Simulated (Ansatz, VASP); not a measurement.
One calculation of ZnSnN2, two programs

File INCAR:

```
SYSTEM = ZnSnN2
ALGO = Normal ; EDIFF = 1E-7
ENCUT = 520 ; GGA = PE
ISIF = 2 ; ISMEAR = -1
LASPH = .TRUE. ; LCHARG = .FALSE.
LREAL = .FALSE. ; LWAVE = .FALSE.
NBANDS = 46 ; NELM = 100
PREC = Accurate ; SIGMA = 0.02
```

Contents of KPOINTS:

```
k-points
0
G
  8 8 8
  0 0 0
```

The input POSCAR:

```
ZnSnN2
1.0
   -2.3728955154      2.3728955154      4.7874087222
    2.3728955154     -2.3728955154      4.7874087222
    2.3728955154      2.3728955154     -4.7874087222
Zn N Sn
2 4 2
Direct
    0.0000000000      0.0000000000      0.0000000000
    0.7500000000      0.2500000000      0.5000000000
    0.3750000000      0.3718056255      0.4968056255
    0.1218056255      0.6250000000     -0.0031943745
    0.8750000000      0.8781943745      0.5031943745
    0.6281943745      0.1250000000      0.0031943745
    0.5000000000      0.5000000000      0.0000000000
    0.2500000000      0.7500000000      0.5000000000
```

Input for Ansatz:

```yaml
crystal:
  lattice:
    - [-2.3728955154, 2.3728955154, 4.7874087222]
    - [2.3728955154, -2.3728955154, 4.7874087222]
    - [2.3728955154, 2.3728955154, -4.7874087222]
  atoms:
    - { symbol: Zn, position: [0.0, 0.0, 0.0] }
    - { symbol: "N", position: [0.375, 0.3718056255, 0.4968056255] }
    - { symbol: Zn, position: [0.75, 0.25, 0.5] }
    - { symbol: "N", position: [0.1218056255, 0.625, -0.0031943745] }
    - { symbol: Sn, position: [0.5, 0.5, 0.0] }
    - { symbol: "N", position: [0.875, 0.8781943745, 0.5031943745] }
    - { symbol: Sn, position: [0.25, 0.75, 0.5] }
    - { symbol: "N", position: [0.6281943745, 0.125, 0.0031943745] }
kpoints:
  mp_grid: { grid: [8, 8, 8] }
  band_path:
    path:
      - [[0.0, 0.0, 0.0], [-6.01068094921e-18, 6.01068094921e-18, 0.5], [0.25, 0.25, 0.25], [2.35068337403e-17, 0.5, -2.35068337403e-17], [0.0, 0.0, 0.0], [0.5, 0.5, -0.5], [0.3114180786708, 0.6885819213292, -0.3114180786708]]
      - [[-0.3114180786708, 0.3114180786708, 0.3114180786708], [0.0, 0.0, 0.0]]
      - [[-6.01068094921e-18, 6.01068094921e-18, 0.5], [-0.1228361573416, 0.1228361573416, 0.5]]
      - [[0.5, 0.5, -0.1228361573416], [0.5, 0.5, -0.5]]
    npoints: 10
hamiltonian:
  xc: pbe
scf:
  occupations: { method: fermi_dirac, width: 0.02 }
  n_extra_bands: 6
output:
  forces: true
  stress: true
  eigenvalues: true
```

Alike in both runs: task single point; functional PBE; k mesh 8 × 8 × 8; occupations fermi-dirac, width 0.02 eV; no spin polarisation.

|  | VASP | Ansatz |
| --- | --- | --- |
| version | VASP 6.6.1 | Ansatz 0.2.0 |
| potentials or method | VASP PAW PBE potentials, release 64 (Zn, N, Sn_d) | plane waves, PAW |
| plane-wave cutoff (eV) | 520 | 420 |
| valence electrons in the cell | 72 | 72 |

```tsv
	VASP	Ansatz	Ansatz less VASP
pressure (GPa)	5.1	4.8	-0.30
rms of the force components (eV/Å)	0.053	0.063	+0.0099
```

With one functional, cell and mesh, what is left measures potentials, basis and numerics.
